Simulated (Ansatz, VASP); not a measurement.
**Two plane-wave programs on CoSn**

```xyz
6
Lattice="5.2958 0.0000 0.0000 -2.6479 4.5863 0.0000 0.0000 0.0000 4.2304" Properties=species:S:1:pos:R:3 pbc="T T T"
Co   -1.3240    2.2932    0.0000
Co    1.3240    2.2932    0.0000
Co    2.6479    0.0000    0.0000
Sn    2.6479    1.5288    2.1152
Sn    0.0000    3.0576    2.1152
Sn    0.0000    0.0000    0.0000
```

Alike in both runs: functional PBE; k mesh 9 × 9 × 8; occupations gaussian, width 0.1 eV; no spin polarisation.

Ansatz relaxed the structure, and its values are those at the end. VASP's run is a single point on that final structure, the one shown.

```csv
,VASP,Ansatz
version,VASP 6.6.1,Ansatz 0.2.0
potentials or method,"VASP PAW PBE potentials, release 64 (Co, Sn_d), cutoff 520 eV","scalar-relativistic, plane waves, PAW"
valence electrons in the cell,69,93
```

```csv
,VASP,Ansatz,Ansatz less VASP
gap on the k mesh at the Fermi level (eV),none,none,-
pressure (GPa),-0.1,0.0,+0.07
```

A gap of «none» marks a metal or a gap that the smearing closes. VASP's potentials hold 69 valence electrons a cell and Ansatz's 93, so a difference there can come from the potentials and not from the codes.
